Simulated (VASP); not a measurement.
# MoSe4 (C2/c) in VASP: single point with r2SCAN

Aim: the single point of MoSe4 with r2SCAN.

Everything below comes from runs of VASP 6.6.1. Logs are shortened: lines on timing, memory, paths and dates and some standing lists are left out, and cuts for length are marked.

### 1 The cell of the first run

The structure is monoclinic, space group C2/c (No. 15). Conventional cell: a = 5.878 Å, b = 12.323 Å, c = 6.438 Å, α = 90.00°, β = 110.64°, γ = 90.00°. Within 3.1 Å of Mo (site symmetry 2) lie 6 Se at 2.36 to 2.55 Å. Within 3.3 Å of Se (site symmetry 1) lie 2 Mo at 2.49 to 2.55 Å and 3 Se at 2.78 to 3.25 Å. Within 3.1 Å of Se (site symmetry 1) lie 1 Mo at 2.36 Å and 3 Se at 2.69 to 2.82 Å.

### 2 Single point, r2SCAN

Contents of POSCAR:

```
MoSe4
1.0
    5.8775420000      0.0000000000      0.0000000000
    2.9387710000     -6.1612970000      0.0000000000
    2.2695080000      0.0000000000     -6.0251610000
Mo Se
2 8
Direct
    0.0849701678      0.8300596645      0.7500000000
    0.9150298322      0.1699403355      0.2500000000
    0.3102945847      0.8762349121      0.3506564454
    0.8134705032      0.8762349121      0.1493435546
    0.6897054153      0.1237650879      0.6493435546
    0.1865294968      0.1237650879      0.8506564454
    0.4811306263      0.5551398771      0.7929088172
    0.9637294967      0.5551398771      0.7070911828
    0.5188693737      0.4448601229      0.2070911828
    0.0362705033      0.4448601229      0.2929088172
```

Contents of INCAR.step1:

```
SYSTEM = MoSe4
  PREC = Accurate
  ENCUT = 520
  ISMEAR = -1
  SIGMA = 0.0392
  LREAL = .FALSE.
  LASPH = .TRUE.
  NELM = 100
  NBANDS = 49
  GGA = PE
  ALGO = Normal
  EDIFF = 1E-4
  LWAVE = .TRUE.
  LCHARG = .FALSE.
```

Contents of INCAR.step2:

```
SYSTEM = MoSe4
  PREC = Accurate
  ENCUT = 520
  EDIFF = 1E-6
  ISMEAR = -1
  SIGMA = 0.0392
  LREAL = .FALSE.
  LASPH = .TRUE.
  NELM = 100
  ALGO = Normal
  ISIF = 2
  LWAVE = .FALSE.
  LCHARG = .FALSE.
  METAGGA = R2SCAN
  LMIXTAU = .TRUE.
  NBANDS = 49
  ISTART = 1
```

Contents of KPOINTS:

```
Automatic mesh
0
G
  4 4 3
  0 0 0
```

Potentials or basis: VASP PAW PBE potentials, release 64 (Mo_sv, Se).

On the command line:

```sh
cat potpaw_PBE.64/Mo_sv/POTCAR potpaw_PBE.64/Se/POTCAR > POTCAR
cp INCAR.step1 INCAR
mpirun -np 1 vasp_std > vasp.out
cp INCAR.step2 INCAR
mpirun -np 1 vasp_std > vasp.out
```

OUTCAR:

```text
SYSTEM = MoSe4
   PREC = Accurate
   ENCUT = 520
   EDIFF = 1E-6
   ISMEAR = -1
   LREAL = .FALSE.
   LASPH = .TRUE.
   NELM = 100
   ISIF = 2
   METAGGA = R2SCAN
   ISTART = 1

 ion  position               nearest neighbor table
   1  0.085  0.830  0.750-   7 2.36   8 2.36   3 2.49   4 2.49   6 2.55   5 2.55
   2  0.915  0.170  0.250-   9 2.36  10 2.36   5 2.49   6 2.49   4 2.55   3 2.55
   3  0.310  0.876  0.351-   1 2.49   2 2.55   4 2.78
   4  0.813  0.876  0.149-   1 2.49   2 2.55   3 2.78
   5  0.690  0.124  0.649-   2 2.49   1 2.55   6 2.78
   6  0.187  0.124  0.851-   2 2.49   1 2.55   5 2.78
   7  0.481  0.555  0.793-   1 2.36   8 2.69   9 2.72
   8  0.964  0.555  0.707-   1 2.36   7 2.69  10 2.72
   9  0.519  0.445  0.207-   2 2.36  10 2.69   7 2.72
  10  0.036  0.445  0.293-   2 2.36   9 2.69   8 2.72

  LATTYP: Found a base centered monoclinic cell.
 ALAT       =     5.8775420000
 B/A-ratio  =     2.0965556690
 C/A-ratio  =     1.0954270359
 COS(beta)  =    -0.3524946431

  Lattice vectors:

 A1 = (  -2.9387710000,  -6.1612970000,   0.0000000000)
 A2 = (  -2.9387710000,   6.1612970000,   0.0000000000)
 A3 = (   2.2695080000,   0.0000000000,  -6.0251610000)

Analysis of symmetry for initial positions (statically):
=====================================================================
 Subroutine PRICEL returns:
 Original cell was already a primitive cell.

 Routine SETGRP: Setting up the symmetry group for a
 base centered monoclinic supercell.

 Subroutine GETGRP returns: Found  4 space group operations
 (whereof  2 operations were pure point group operations)
 out of a pool of  4 trial point group operations.

The static configuration has the point symmetry S_2 .
 The point group associated with its full space group is C_2h.

Analysis of symmetry for dynamics (positions and initial velocities):
=====================================================================
 Subroutine PRICEL returns:
 Original cell was already a primitive cell.

 Routine SETGRP: Setting up the symmetry group for a
 base centered monoclinic supercell.

 Subroutine GETGRP returns: Found  4 space group operations
 (whereof  2 operations were pure point group operations)
 out of a pool of  4 trial point group operations.

The dynamic configuration has the point symmetry S_2 .
 The point group associated with its full space group is C_2h.

 Subroutine INISYM returns: Found  4 space group operations
 (whereof  2 operations are pure point group operations),
 and found     1 'primitive' translations

----------------------------------------------------------------------------------------

                                     Primitive cell

  volume of cell :     218.1909

  direct lattice vectors                    reciprocal lattice vectors
     5.877542000  0.000000000  0.000000000     0.170139150  0.081151745  0.064086613
     2.938771000 -6.161297000  0.000000000     0.000000000 -0.162303489  0.000000000
     2.269508000  0.000000000 -6.025161000     0.000000000  0.000000000 -0.165970669

  length of vectors
     5.877542000  6.826269531  6.438418411     0.199098041  0.162303489  0.165970669

  position of ions in fractional coordinates (direct lattice)
     0.084970168  0.830059664  0.750000000
     0.915029832  0.169940336  0.250000000
     0.310294585  0.876234912  0.350656445
     0.813470503  0.876234912  0.149343555
     0.689705415  0.123765088  0.649343555
     0.186529497  0.123765088  0.850656445
     0.481130626  0.555139877  0.792908817
     0.963729497  0.555139877  0.707091183
     0.518869374  0.444860123  0.207091183
     0.036270503  0.444860123  0.292908817

  ion indices of the primitive-cell ions
   primitive index   ion index
                 1           1
                 2           2
                 3           3
                 4           4
                 5           5
                 6           6
                 7           7
                 8           8
                 9           9
                10          10

----------------------------------------------------------------------------------------

 KPOINTS: Automatic mesh

Automatic generation of k-mesh.
 Grid dimensions read from file:
 generate k-points for:    4    4    3

 Generating k-lattice:

  Cartesian coordinates                     Fractional coordinates (reciprocal lattice)
     0.042534788  0.020287936  0.016021653     0.250000000  0.000000000  0.000000000
     0.000000000 -0.040575872  0.000000000     0.000000000  0.250000000  0.000000000
     0.000000000  0.000000000 -0.055323556     0.000000000  0.000000000  0.333333333

  Length of vectors
     0.049774510  0.040575872  0.055323556

  Shift w.r.t. Gamma in fractional coordinates (k-lattice)
     0.000000000  0.000000000  0.000000000

 Subroutine IBZKPT returns following result:
 ===========================================

 Found     17 irreducible k-points:

 Following reciprocal coordinates:
            Coordinates               Weight
  0.000000  0.000000  0.000000      1.000000
  0.250000  0.000000  0.000000      4.000000
  0.500000  0.000000  0.000000      2.000000
  0.000000  0.250000  0.000000      2.000000
  0.500000  0.250000  0.000000      2.000000
 -0.250000  0.250000  0.000000      4.000000
[... 9 lines left out ...]
  0.250000  0.500000  0.333333      4.000000
  0.500000 -0.250000  0.333333      2.000000
   k-points           NKPTS =     17   k-points in BZ     NKDIM =     17   number of bands    NBANDS=     49
   number of dos      NEDOS =    301   number of ions     NIONS =     10
   total plane-waves  NPLWV = 124416
   dimension x,y,z NGX =    48 NGY =   54 NGZ =   48
   dimension x,y,z NGXF=    96 NGYF=  108 NGZF=   96
   ions per type =               2   8
   NGX,Y,Z   is equivalent  to a cutoff of  13.58, 13.15, 12.39 a.u.
   NGXF,Y,Z  is equivalent  to a cutoff of  27.15, 26.30, 24.79 a.u.
 SYSTEM =  MoSe4
   PREC   = accura    normal or accurate (medium, high low for compatibility)
   ISTART =      1    job   : 0-new  1-cont  2-samecut
   ICHARG =      0    charge: 1-file 2-atom 10-const
   ISPIN  =      1    spin polarized calculation?
   LNONCOLLINEAR =      F non collinear calculations
   LSORBIT =      F    spin-orbit coupling
   LASPH  =      T    aspherical Exc in radial PAW
   ENCUT  =  520.0 eV  38.22 Ry    6.18 a.u.  10.93 12.69 11.97*2*pi/ulx,y,z
   NELM   =    100;   NELMIN=  2; NELMDL=  0     # of ELM steps
   EDIFF  = 0.1E-05   stopping-criterion for ELM
   LREAL  =      F    real-space projection
   EDIFFG = 0.1E-04   stopping-criterion for IOM
   NSW    =      0    number of steps for IOM
   IBRION =     -1    ionic relax: 0-MD 1-quasi-New 2-CG
   NFREE  =      0    steps in history (QN), initial steepest desc. (CG)
   ISIF   =      2    stress and relaxation
   ISYM   =      2    0-nonsym 1-usesym 2-fastsym
   POTIM  = 0.5000    time-step for ionic-motion
   TEBEG  =    0.0;   TEEND  =   0.0 temperature during run
   PSTRESS=    0.0 pullay stress
   NELECT =      76.0000    total number of electrons
   NUPDOWN=      -1.0000    fix difference up-down
   EMIN   =  10.00;   EMAX   =-10.00  energy-range for DOS
   EFERMI =   0.00;   METHOD = LEGACY
   ISMEAR =    -1;   SIGMA  =   0.04  broadening in eV -4-tet -1-fermi 0-gaus
   EFERMI_NEDOS =   21; number of points for ismear=-14 and -15
   IALGO  =     38    algorithm
   IMIX   =      4    mixing-type and parameters
     AMIX     =   0.40;   BMIX     =  1.00
     AMIX_MAG =   1.60;   BMIX_MAG =  1.00
  volume/ion in A,a.u.               =      21.82       147.24
  Fermi-wavevector in a.u.,A,eV,Ry     =   1.151862  2.176704 18.052026  1.326786
  Thomas-Fermi vector in A             =   2.288517
   LORBIT       =      0    0 simple, 1 ext, 2 COOP (PROOUT), +10 PAW based schemes
   METAGGA = R2SCAN    functional components
   LHFCALC =     F    Hartree Fock is set to
   AEXX    =    0.0000 exact exchange contribution
   IVDW    =     0    specifies the selected vdW correction
   LEPSILON=     F    determine dielectric tensor
   LRPA    =     F    only Hartree local field effects (RPA)
 non-spin polarized calculation
  energy-cutoff  :      520.00
  volume of cell :      218.19
 maximum number of plane-waves:      5898
 NGX is ok and might be reduce to    48
   NGX = 21   NGY = 25   NGZ = 23

 number of electron      76.0000003 magnetization

 Free energy of the ion-electron system (eV)
  ---------------------------------------------------
  ext. energy  EPLUGINS =         0.00000000
  ---------------------------------------------------
  free energy    TOTEN  =      -166.16791272 eV

  energy without entropy =     -166.14019322  energy(sigma->0) =     -166.15405297

 E-fermi :   5.1973     XC(G=0): -10.7246

 val. band max:        5.1917079995   @ k =   0.2500   0.5000   0.3333
 cond. band min:       5.1978932791   @ k =   0.5000   0.0000   0.0000
 fundamental gap:      0.0061852796
 Fermi energy:         5.1973083123

 k-point     1 :       0.0000    0.0000    0.0000
  band No.  band energies     occupation
      1     -57.9066      2.00000
      2     -57.9046      2.00000
      3     -31.3731      2.00000
      4     -31.3692      2.00000
      5     -31.3661      2.00000
      6     -31.3533      2.00000
[... 41 lines left out ...]
     48       8.9849      0.00000
     49       9.5684      0.00000

 k-point     2 :       0.2500    0.0000    0.0000
  band No.  band energies     occupation
      1     -57.9066      2.00000
      2     -57.9046      2.00000
      3     -31.3732      2.00000
      4     -31.3693      2.00000
      5     -31.3660      2.00000
      6     -31.3534      2.00000
[... 772 lines left out ...]
 k-point    17 :       0.5000   -0.2500    0.3333
  band No.  band energies     occupation
      1     -57.9061      2.00000
      2     -57.9051      2.00000
      3     -31.3728      2.00000
      4     -31.3705      2.00000
      5     -31.3641      2.00000
      6     -31.3588      2.00000
[... 41 lines left out ...]
     48       8.8590      0.00000
     49       9.3158      0.00000

------------------------ aborting loop because EDIFF is reached ----------------------------------------

  FORCE on cell =-STRESS in cart. coord.  units (eV):
  Direction    XX          YY          ZZ          XY          YZ          ZX
  --------------------------------------------------------------------------------------
  -------------------------------------------------------------------------------------
  Total       11.6877788      8.9315070     10.1541756      0.0000000      0.0000000     -1.9721955
  in kB       85.8234609     65.5841332     74.5621996      0.0000000      0.0000000    -14.4818489
  external PRESSURE =      75.3232645 kB  Pullay stress =       0.0000000 kB

 VOLUME and BASIS-vectors are now :
 -----------------------------------------------------------------------------
  energy-cutoff  :      520.00
  volume of cell :      218.19
      direct lattice vectors                 reciprocal lattice vectors
     5.877542000  0.000000000  0.000000000     0.170139150  0.081151745  0.064086613
     2.938771000 -6.161297000  0.000000000     0.000000000 -0.162303489  0.000000000
     2.269508000  0.000000000 -6.025161000     0.000000000  0.000000000 -0.165970669

 POSITION                                       TOTAL-FORCE (eV/Angst)
 -----------------------------------------------------------------------------------
      4.64090     -5.11424     -4.51887        -0.000000      0.020422      0.000000
      6.44492     -1.04705     -1.50629         0.000000     -0.020422      0.000000
      5.19464     -5.39874     -2.11276         0.013522      0.000655     -0.004104
      7.69520     -5.39874     -0.89982        -0.013522      0.000655      0.004104
      5.89118     -0.76255     -3.91240        -0.013522     -0.000655      0.004104
      3.39062     -0.76255     -5.12534         0.013522     -0.000655     -0.004104
      6.25881     -3.42038     -4.77740        -0.002098      0.004694      0.003845
      8.90054     -3.42038     -4.26034         0.002098      0.004694     -0.003845
      4.82701     -2.74092     -1.24776         0.002098     -0.004694     -0.003845
      2.18528     -2.74092     -1.76482        -0.002098     -0.004694      0.003845
 -----------------------------------------------------------------------------------
    total drift:                               -0.000000      0.000000      0.000000

  FREE ENERGIE OF THE ION-ELECTRON SYSTEM (eV)
  ---------------------------------------------------
  free  energy   TOTEN  =      -166.1679127247 eV

  energy  without entropy=     -166.1401932165  energy(sigma->0) =     -166.15405297
```

It took 20 min on 1 thread of Intel Xeon Platinum 8375C at 2.90GHz (Ice Lake), shared host; peak memory 0.45 GiB.

What came out:

| Item | Value |
| --- | --- |
| Free energy | -166.1679 eV |
| Pressure | 7.5 GPa |
| Largest force | 0.020 eV/Å |
| Band gap on the k mesh | zero (bands 38 and 39 overlap by 0.57 eV) |

Forces on the atoms (eV/Å):
```
Mo   0.000  0.020  0.000
Mo   0.000 -0.020  0.000
Se   0.014  0.001 -0.004
Se  -0.014  0.001  0.004
Se  -0.014 -0.001  0.004
Se   0.014 -0.001 -0.004
Se  -0.002  0.005  0.004
Se   0.002  0.005 -0.004
Se   0.002 -0.005 -0.004
Se  -0.002 -0.005  0.004
```

Stress tensor (GPa, compression positive):
```
 8.58  0.00 -1.45
 0.00  6.56  0.00
-1.45  0.00  7.46
```

Caveat: the cell stands under pressure; the PAW data sets were made with another functional, which shifts forces and pressure a little.
